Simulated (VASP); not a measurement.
## Si4W2S: single point with PBE

Si4W2S, a slab with vacuum:

```xyz
7
Lattice="3.2293 0.0000 0.0000 0.0000 3.2293 0.0000 0.0000 0.0000 21.9373" Properties=species:S:1:pos:R:3 pbc="T T T"
Si    0.0000    0.0000    4.0000
Si    0.0000    0.0000    6.6029
Si    1.6146    1.6146    7.8757
Si    1.6146    1.6146   10.4373
W     1.6146    1.6146    5.3015
W     0.0000    0.0000    9.1662
S     2.0183    2.8256   12.0499
```

* Program: VASP 6.6.1
* Task: single point
* Functional: PBE
* Potentials or basis: VASP PAW PBE potentials, release 64 (Si, W_sv, S)
* Cutoff: 520 eV
* k mesh: 8 × 8 × 1
* Occupations: gaussian, width 0.1 eV
* Spin: no spin polarisation

```yaml
Largest_force: 1.396 eV/Å
Band_gap_on_the_k_mesh: zero (band 25 reaches 2.63 eV, above the bottom of band 26 at 1.79 eV)
```

Forces on the atoms (eV/Å):
```
Si  -0.009 -0.001  0.387
Si   0.022  0.010 -0.510
Si  -0.072 -0.031 -0.237
Si  -0.075 -1.355  0.327
W    0.027 -0.011  0.045
W   -0.052  0.497  0.050
S    0.160  0.891 -0.062
```

Levels at points of the mesh, in eV from the Fermi level:
```
           k point  band 21  band 22  band 23  band 24  band 25  band 26  band 27  band 28  band 29  band 30
(0.00, 0.00, 0.00)    -1.29    -0.64    -0.46    -0.19     0.74     0.79     0.94     0.95     1.25     2.36
(0.50, 0.00, 0.00)    -2.22    -1.93    -0.79    -0.35    -0.27    -0.10    -0.08     2.74     2.84     3.00
(0.00, 0.50, 0.00)    -2.40    -1.93    -0.55    -0.31    -0.11     0.26     1.01     2.60     2.80     3.07
(0.50, 0.50, 0.00)    -3.01    -2.10    -2.02    -1.90    -0.79     0.04     1.47     1.84     3.01     3.13
```

It took 5.8 min on 1 thread of Intel(R) Xeon(R) Platinum 8375C CPU @ 2.90GHz (Ice Lake), with other jobs on the host, peak memory 0.45 GiB.

Caveat: spin-orbit coupling is left out, which moves the levels of the heavy elements.
